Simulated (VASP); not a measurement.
Write the native input for VASP 6.6.1 that does the following.

| Property | Result |
| --- | --- |
| Task | single point |
| Functional | PBE |
| Potentials or basis | VASP PAW PBE potentials, release 64 (Ta_pv) |
| Cutoff | 520 eV |
| k mesh | 9 × 9 × 9 |
| Occupations | fermi-dirac, width 0.05 eV |
| Spin | no spin polarisation |
| Dipole correction | no |
| Further INCAR settings | ALGO = Normal; EDIFF = 1e-06; NBANDS = 12 |

The structure of Ta lies in POSCAR:

```
Ta
1.0
   -1.6512800000      1.6512800000      1.6512800000
    1.6512800000     -1.6512800000      1.6512800000
    1.6512800000      1.6512800000     -1.6512800000
Ta
1
Direct
    0.0000000000      0.0000000000      0.0000000000
```

One way to write it, as run:

INCAR

```
SYSTEM = Ta
PREC     = Accurate       ! precision mode
ENCUT    = 520            ! plane-wave cutoff, eV
EDIFF    = 1E-6           ! SCF threshold, eV
ISMEAR   = -1             ! smearing method
SIGMA    = 0.05           ! smearing width, eV
LREAL    = .FALSE.        ! projectors in reciprocal space
LASPH    = .TRUE.         ! aspherical terms in the spheres
NELM     = 80             ! most SCF steps
ALGO     = Normal         ! electronic algorithm
ISIF     = 2              ! what is computed and relaxed
LWAVE    = .FALSE.        ! write WAVECAR
LCHARG   = .FALSE.        ! write CHGCAR
GGA      = PE             ! functional
NBANDS   = 12             ! bands
```

KPOINTS

```
Automatic mesh
0
G
  9 9 9
  0 0 0
```

Potentials or basis: VASP PAW PBE potentials, release 64 (Ta_pv).

Launch:

```sh
$ cat potpaw_PBE.64/Ta_pv/POTCAR > POTCAR
$ mpirun -np 1 vasp_std > vasp.out
```

It gave:

```yaml
Pressure: 3.3 GPa
```

It took 5.2 s on 1 thread of Intel(R) Xeon(R) Platinum 8259CL CPU @ 2.50GHz (Skylake/Cascade Lake), with other jobs on the host, peak memory 0.13 GiB.
